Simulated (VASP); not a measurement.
Crystal: La.

```
CELL_PARAMETERS angstrom
-2.12383 2.12383 2.12383
2.12383 -2.12383 2.12383
2.12383 2.12383 -2.12383
ATOMIC_POSITIONS crystal
La 0.00000 0.00000 0.00000
```

```yaml
Program: VASP 6.6.1
Task: relaxation of cell and atoms
Functional: PBEsol
Potentials_or_basis: VASP PAW PBE potentials, release 64 (La)
Cutoff: 600 eV
k_mesh: 12 × 12 × 12
Occupations: fermi-dirac, width 0.08 eV
Spin: no spin polarisation
```

At the start: pressure -2.3 GPa; volume 38.32 Å³/atom.

**Question.** Where does the relaxation end?

**Answer.** Over 5 steps the energy falls by 24.6 meV/atom and the volume is 35.01 Å³/atom (-8.6 %); space group Im-3m (No. 229, to 0.05 Å).

Step by step:
```tsv
step	energy change (eV)	largest force (eV/Å)	pressure (GPa)	volume (Å³)
1	0.0000	0.0000	-2.27	38.32
2	-0.0242	0.0000	-0.29	35.39
3	-0.0246	0.0000	-0.02	35.03
4	-0.0246	0.0000	0.04	34.97
5	-0.0246	0.0000	0.00	35.01
```

Final structure:
```cif
data_structure
_symmetry_space_group_name_H-M 'P 1'
_symmetry_Int_Tables_number 1
_cell_length_a 3.5694
_cell_length_b 3.5694
_cell_length_c 3.5694
_cell_angle_alpha 109.471
_cell_angle_beta 109.471
_cell_angle_gamma 109.471
_cell_volume 35.01
loop_
_atom_site_label
_atom_site_type_symbol
_atom_site_fract_x
_atom_site_fract_y
_atom_site_fract_z
_atom_site_occupancy
La1 La 0.00000 0.00000 0.00000 1
```

Caveat: the PAW data sets were made with another functional, which shifts forces and pressure a little.
